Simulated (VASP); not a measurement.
# Cu (Fm-3m) in VASP: further runs

The runs below take Cu through single point, with r2SCAN.

Everything below comes from runs of VASP 6.6.1. Logs are shortened: lines on timing, memory, paths and dates and some standing lists are left out, and cuts for length are marked.

## Step 1: The cell of the first run

It takes space group Fm-3m (No. 225, cubic). The conventional cell has a = 3.577 Å, b = 3.577 Å, c = 3.577 Å, α = 90.00°, β = 90.00°, γ = 90.00°. Cu (site symmetry m-3m) has 12 Cu at 2.53 Å within 3.3 Å.

## Step 2: Single point, r2SCAN

POSCAR

```
Cu
1.0
    0.0000000000      1.7884399137      1.7884399137
    1.7884399137      0.0000000000      1.7884399137
    1.7884399137      1.7884399137      0.0000000000
Cu
1
Direct
    0.0000000000      0.0000000000      0.0000000000
```

INCAR.step1

```
PREC     = Accurate       # precision mode
ENCUT    = 520            # plane-wave cutoff, eV
ISMEAR   = 0              # smearing method
SIGMA    = 0.1            # smearing width, eV
LREAL    = F              # projectors in reciprocal space
LASPH    = T              # aspherical terms in the spheres
NELM     = 100            # most SCF steps
NBANDS   = 12             # bands
GGA      = PE             # functional
ALGO     = Normal         # electronic algorithm
EDIFF    = 1E-4           # SCF threshold, eV
LWAVE    = T              # write WAVECAR
LCHARG   = F              # write CHGCAR
```

INCAR.step2

```
PREC     = Accurate       # precision mode
ENCUT    = 520            # plane-wave cutoff, eV
EDIFF    = 1E-6           # SCF threshold, eV
ISMEAR   = 0              # smearing method
SIGMA    = 0.1            # smearing width, eV
LREAL    = F              # projectors in reciprocal space
LASPH    = T              # aspherical terms in the spheres
NELM     = 100            # most SCF steps
ALGO     = Normal         # electronic algorithm
ISIF     = 2              # what is computed and relaxed
LWAVE    = F              # write WAVECAR
LCHARG   = T              # write CHGCAR
METAGGA  = R2SCAN         # meta-GGA
LMIXTAU  = T            
LELF     = T              # ELF
LVHAR    = T            
NBANDS   = 12             # bands
ISTART   = 1
```

KPOINTS

```
regular mesh
0
Gamma
  20 20 20
```

Potentials or basis: VASP PAW PBE potentials, release 64 (Cu).

Command:

```bash
$ cat potpaw_PBE.64/Cu/POTCAR > POTCAR
$ cp INCAR.step1 INCAR
$ mpirun -np 1 vasp_std > vasp.out
$ cp INCAR.step2 INCAR
$ mpirun -np 1 vasp_std > vasp.out
```

OUTCAR:

```text
PREC = Accurate
   ENCUT = 520
   EDIFF = 1E-6
   ISMEAR = 0
   LREAL = F
   LASPH = T
   NELM = 100
   ISIF = 2
   METAGGA = R2SCAN
   ISTART = 1

 ion  position               nearest neighbor table
   1  0.000  0.000  0.000-

  LATTYP: Found a face centered cubic cell.
 ALAT       =     3.5768798274

  Lattice vectors:

 A1 = (   0.0000000000,   1.7884399137,   1.7884399137)
 A2 = (   1.7884399137,   0.0000000000,   1.7884399137)
 A3 = (   1.7884399137,   1.7884399137,   0.0000000000)

Analysis of symmetry for initial positions (statically):
=====================================================================
 Subroutine PRICEL returns:
 Original cell was already a primitive cell.

 Routine SETGRP: Setting up the symmetry group for a
 face centered cubic supercell.

 Subroutine GETGRP returns: Found 48 space group operations
 (whereof 48 operations were pure point group operations)
 out of a pool of 48 trial point group operations.

The static configuration has the point symmetry O_h .

Analysis of symmetry for dynamics (positions and initial velocities):
=====================================================================
 Subroutine PRICEL returns:
 Original cell was already a primitive cell.

 Routine SETGRP: Setting up the symmetry group for a
 face centered cubic supercell.

 Subroutine GETGRP returns: Found 48 space group operations
 (whereof 48 operations were pure point group operations)
 out of a pool of 48 trial point group operations.

The dynamic configuration has the point symmetry O_h .

 Subroutine INISYM returns: Found 48 space group operations
 (whereof 48 operations are pure point group operations),
 and found     1 'primitive' translations

----------------------------------------------------------------------------------------

                                     Primitive cell

  volume of cell :      11.4407

  direct lattice vectors                    reciprocal lattice vectors
     0.000000000  1.788439914  1.788439914    -0.279573273  0.279573273  0.279573273
     1.788439914  0.000000000  1.788439914     0.279573273 -0.279573273  0.279573273
     1.788439914  1.788439914  0.000000000     0.279573273  0.279573273 -0.279573273

  length of vectors
     2.529235981  2.529235981  2.529235981     0.484235113  0.484235113  0.484235113

  position of ions in fractional coordinates (direct lattice)
     0.000000000  0.000000000  0.000000000

  ion indices of the primitive-cell ions
   primitive index   ion index
                 1           1

----------------------------------------------------------------------------------------

 KPOINTS: regular mesh

Automatic generation of k-mesh.
 Grid dimensions read from file:
 generate k-points for:   20   20   20

 Generating k-lattice:

  Cartesian coordinates                     Fractional coordinates (reciprocal lattice)
    -0.013978664  0.013978664  0.013978664     0.050000000  0.000000000  0.000000000
     0.013978664 -0.013978664  0.013978664     0.000000000  0.050000000  0.000000000
     0.013978664  0.013978664 -0.013978664     0.000000000  0.000000000  0.050000000

  Length of vectors
     0.024211756  0.024211756  0.024211756

  Shift w.r.t. Gamma in fractional coordinates (k-lattice)
     0.000000000  0.000000000  0.000000000

 Subroutine IBZKPT returns following result:
 ===========================================

 Found    256 irreducible k-points:

 Following reciprocal coordinates:
            Coordinates               Weight
  0.000000  0.000000  0.000000      1.000000
  0.050000  0.000000  0.000000      8.000000
  0.100000  0.000000  0.000000      8.000000
  0.150000  0.000000  0.000000      8.000000
  0.200000  0.000000  0.000000      8.000000
  0.250000  0.000000  0.000000      8.000000
[... 16 lines left out ...]
 -0.400000  0.050000  0.000000     24.000000
 -0.350000  0.050000  0.000000     24.000000
 [... further k-points ...]
   k-points           NKPTS =    256   k-points in BZ     NKDIM =    256   number of bands    NBANDS=     12
   number of dos      NEDOS =    301   number of ions     NIONS =      1
   total plane-waves  NPLWV =   8000
   dimension x,y,z NGX =    20 NGY =   20 NGZ =   20
   dimension x,y,z NGXF=    40 NGYF=   40 NGZF=   40
   ions per type =               1
   NGX,Y,Z   is equivalent  to a cutoff of  13.15, 13.15, 13.15 a.u.
   NGXF,Y,Z  is equivalent  to a cutoff of  26.29, 26.29, 26.29 a.u.
 SYSTEM =  unknown system
   PREC   = accura    normal or accurate (medium, high low for compatibility)
   ISTART =      1    job   : 0-new  1-cont  2-samecut
   ICHARG =      0    charge: 1-file 2-atom 10-const
   ISPIN  =      1    spin polarized calculation?
   LNONCOLLINEAR =      F non collinear calculations
   LSORBIT =      F    spin-orbit coupling
   LASPH  =      T    aspherical Exc in radial PAW
   ENCUT  =  520.0 eV  38.22 Ry    6.18 a.u.   4.70  4.70  4.70*2*pi/ulx,y,z
   NELM   =    100;   NELMIN=  2; NELMDL=  0     # of ELM steps
   EDIFF  = 0.1E-05   stopping-criterion for ELM
   LREAL  =      F    real-space projection
   EDIFFG = 0.1E-04   stopping-criterion for IOM
   NSW    =      0    number of steps for IOM
   IBRION =     -1    ionic relax: 0-MD 1-quasi-New 2-CG
   NFREE  =      0    steps in history (QN), initial steepest desc. (CG)
   ISIF   =      2    stress and relaxation
   ISYM   =      2    0-nonsym 1-usesym 2-fastsym
   POTIM  = 0.5000    time-step for ionic-motion
   TEBEG  =    0.0;   TEEND  =   0.0 temperature during run
   PSTRESS=    0.0 pullay stress
   NELECT =      11.0000    total number of electrons
   NUPDOWN=      -1.0000    fix difference up-down
   EMIN   =  10.00;   EMAX   =-10.00  energy-range for DOS
   EFERMI =   0.00;   METHOD = LEGACY
   ISMEAR =     0;   SIGMA  =   0.10  broadening in eV -4-tet -1-fermi 0-gaus
   EFERMI_NEDOS =   21; number of points for ismear=-14 and -15
   IALGO  =     38    algorithm
   IMIX   =      4    mixing-type and parameters
     AMIX     =   0.40;   BMIX     =  1.00
     AMIX_MAG =   1.60;   BMIX_MAG =  1.00
  volume/ion in A,a.u.               =      11.44        77.21
  Fermi-wavevector in a.u.,A,eV,Ry     =   1.615802  3.053422 35.522293  2.610815
  Thomas-Fermi vector in A             =   2.710491
   LORBIT       =      0    0 simple, 1 ext, 2 COOP (PROOUT), +10 PAW based schemes
   METAGGA = R2SCAN    functional components
   LHFCALC =     F    Hartree Fock is set to
   AEXX    =    0.0000 exact exchange contribution
   IVDW    =     0    specifies the selected vdW correction
   LEPSILON=     F    determine dielectric tensor
   LRPA    =     F    only Hartree local field effects (RPA)
 non-spin polarized calculation
 Gauss-broadening in eV      SIGMA  =   0.10
  energy-cutoff  :      520.00
  volume of cell :       11.44
 maximum number of plane-waves:       331
   NGX =  9   NGY =  9   NGZ =  9

 number of electron      11.0000012 magnetization

 Free energy of the ion-electron system (eV)
  ---------------------------------------------------
  ext. energy  EPLUGINS =         0.00000000
  ---------------------------------------------------
  free energy    TOTEN  =       -10.82813408 eV

  energy without entropy =      -10.82695821  energy(sigma->0) =      -10.82754614

 E-fermi :   7.7646     XC(G=0): -13.9596

 val. band max:        7.7606895459   @ k =   0.5000   0.2500   0.1000
 cond. band min:       7.8073907416   @ k =  -0.4500   0.1000   0.0000
 fundamental gap:      0.0467011957
 Fermi energy:         7.7645541037

 k-point     1 :       0.0000    0.0000    0.0000
  band No.  band energies     occupation
      1      -2.1271      2.00000
      2       4.5587      2.00000
      3       4.5588      2.00000
      4       4.5588      2.00000
      5       5.4166      2.00000
      6       5.4166      2.00000
      7      31.4418      0.00000
      8      34.7288      0.00000
      9      34.7288      0.00000
     10      34.7291      0.00000
     11      37.1455      0.00000
     12      37.1455      0.00000

 k-point     2 :       0.0500    0.0000    0.0000
  band No.  band energies     occupation
      1      -2.0301      2.00000
      2       4.5374      2.00000
      3       4.5774      2.00000
      4       4.5774      2.00000
      5       5.4091      2.00000
      6       5.4091      2.00000
      7      30.9806      0.00000
      8      33.3338      0.00000
      9      34.3852      0.00000
     10      34.3854      0.00000
     11      37.6228      0.00000
     12      37.6229      0.00000

 k-point     3 :       0.1000    0.0000    0.0000
  band No.  band energies     occupation
      1      -1.7419      2.00000
      2       4.4779      2.00000
      3       4.6271      2.00000
      4       4.6272      2.00000
      5       5.3922      2.00000
      6       5.3922      2.00000
      7      29.0311      0.00000
      8      32.4429      0.00000
      9      33.7415      0.00000
     10      33.7417      0.00000
     11      38.6288      0.00000
     12      38.6289      0.00000
[... 286 lines left out ...]
 k-point    23 :      -0.4000    0.0500    0.0000
  band No.  band energies     occupation
      1       2.2617      2.00000
      2       4.5189      2.00000
      3       4.5689      2.00000
      4       5.3065      2.00000
      5       5.9010      2.00000
      6       6.3976      2.00000
      7      13.6700      0.00000
      8      28.8358      0.00000
      9      30.9013      0.00000
     10      31.8355      0.00000
     11      34.6680      0.00000
     12      36.1448      0.00000

 k-point    24 :      -0.3500    0.0500    0.0000
  band No.  band energies     occupation
      1       1.9015      2.00000
      2       4.5742      2.00000
      3       4.6167      2.00000
      4       4.7528      2.00000
      5       5.7629      2.00000
      6       6.0665      2.00000
      7      15.6114      0.00000
      8      28.7988      0.00000
      9      31.2876      0.00000
     10      32.6106      0.00000
     11      34.7408      0.00000
     12      36.6242      0.00000

 [... further k-points ...]
[... 5 lines left out ...]
  --------------------------------------------------------------------------------------
  -------------------------------------------------------------------------------------
  Total        0.0326966      0.0326966      0.0326966      0.0000000     -0.0000000     -0.0000000
  in kB        4.5788948      4.5788948      4.5788948      0.0000000     -0.0000000     -0.0000000
  external PRESSURE =       4.5788948 kB  Pullay stress =       0.0000000 kB

 VOLUME and BASIS-vectors are now :
 -----------------------------------------------------------------------------
  energy-cutoff  :      520.00
  volume of cell :       11.44
      direct lattice vectors                 reciprocal lattice vectors
     0.000000000  1.788439914  1.788439914    -0.279573273  0.279573273  0.279573273
     1.788439914  0.000000000  1.788439914     0.279573273 -0.279573273  0.279573273
     1.788439914  1.788439914  0.000000000     0.279573273  0.279573273 -0.279573273

 POSITION                                       TOTAL-FORCE (eV/Angst)
 -----------------------------------------------------------------------------------
      0.00000      0.00000      0.00000         0.000000      0.000000      0.000000
 -----------------------------------------------------------------------------------
    total drift:                                0.000000     -0.000000      0.000000

  FREE ENERGIE OF THE ION-ELECTRON SYSTEM (eV)
  ---------------------------------------------------
  free  energy   TOTEN  =       -10.8281340773 eV

  energy  without entropy=      -10.8269582120  energy(sigma->0) =      -10.82754614
```

Run time: 53 s. Hardware: 1 thread of Intel Xeon 6975P-C (Granite Rapids), shared host; peak memory 0.15 GiB.

Results:

```yaml
Free_energy: -10.8281 eV
Pressure: 0.5 GPa
```

Caveat: the PAW data sets were made with another functional, which shifts forces and pressure a little.

(Part 1 of 2 ends here.)
